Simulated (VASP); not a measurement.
GaAs:

```xyz
2
Lattice="0.0000 2.8331 2.8331 2.8331 0.0000 2.8331 2.8331 2.8331 0.0000" Properties=species:S:1:pos:R:3 pbc="T T T"
Ga    0.0000    0.0000    0.0000
As    1.4165    1.4165    1.4165
```

Base run:

* Program: VASP 6.6.1
* Functional: PBE
* Potentials or basis: VASP PAW PBE potentials, release 64 (Ga_d, As_d)
* Cutoff: 400 eV
* k mesh: 6 × 6 × 6
* Occupations: gaussian, width 0.01 eV
* Spin: no spin polarisation

Its results: band gap on the k mesh 0.47 eV; electronic dielectric tensor (diagonal) 63.93.

Question: The run is repeated on the same cell with these changes: functional from PBE to r2SCAN; cutoff from 400 eV to 440 eV. What comes out?

Answer: Band gap on the k mesh 0.93 eV; electronic dielectric tensor (diagonal) 11.08.

Caveats: the gap is small at this level, which inflates the dielectric constant (at least some runs); semilocal functionals underestimate gaps, and a narrow one can read as zero (at least some runs).

A k mesh can miss the band edges.
